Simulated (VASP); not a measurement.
Write the native input for VASP 6.6.1 that does the following.

```
Task                   : single point
Functional             : PBEsol
Potentials or basis    : VASP PAW PBE potentials, release 64 (Ag, Br)
Cutoff                 : 500 eV
k mesh                 : 8 × 8 × 8
Occupations            : fermi-dirac, width 0.01 eV
Spin                   : non-collinear spin, zero start, spin-orbit coupling
Starting moments       : [[0.0, 0.0, 0.0], [0.0, 0.0, 0.0]] μB
Dipole correction      : no
Further INCAR settings : ALGO = Normal; EDIFF = 1e-06; NBANDS = 30
```

The structure of AgBr lies in POSCAR:

```
AgBr
1.0
    2.7427185451      2.7427185451      0.0000000000
   -2.7427185451      2.7427185451      0.0000000000
    0.0000000000      2.7427185451      2.7427185451
Ag Br
1 1
Direct
    0.0000000000      0.0000000000      0.0000000000
    0.5000000000      0.5000000000      0.0000000000
```

The input as run:

INCAR

```
ALGO = Normal
EDIFF = 1E-6
ENCUT = 500
GGA = PS
GGA_COMPAT = F
ISIF = 2
ISMEAR = -1
LASPH = T
LCHARG = T
LMAXMIX = 4
LNONCOLLINEAR = T
LORBIT = 11
LORBMOM = T
LREAL = F
LSORBIT = T
LVHAR = T
LWAVE = F
MAGMOM = 0 0 0 0 0 0
NBANDS = 30
NELM = 200
PREC = Accurate
SIGMA = 0.01
```

KPOINTS

```
k-points
0
Gamma
  8 8 8
```

Potentials or basis: VASP PAW PBE potentials, release 64 (Ag, Br).

Run with:

```console
$ cat potpaw_PBE.64/Ag/POTCAR potpaw_PBE.64/Br/POTCAR > POTCAR
$ mpirun -np 1 vasp_ncl > vasp.out
```

Results of the run:

```yaml
Pressure: 6.9 GPa
Net_moment: 0.00 μB per cell
Valence_electrons_inside_the_program's_atomic_spheres: Ag 9.83; Br 4.85
```

Caveat: the cell stands under pressure; the PAW data sets were made with another functional, which shifts forces and pressure a little.

Run time: 2.1 min on 1 thread of Intel Xeon 8259CL, on a shared host, peak memory 0.27 GiB.
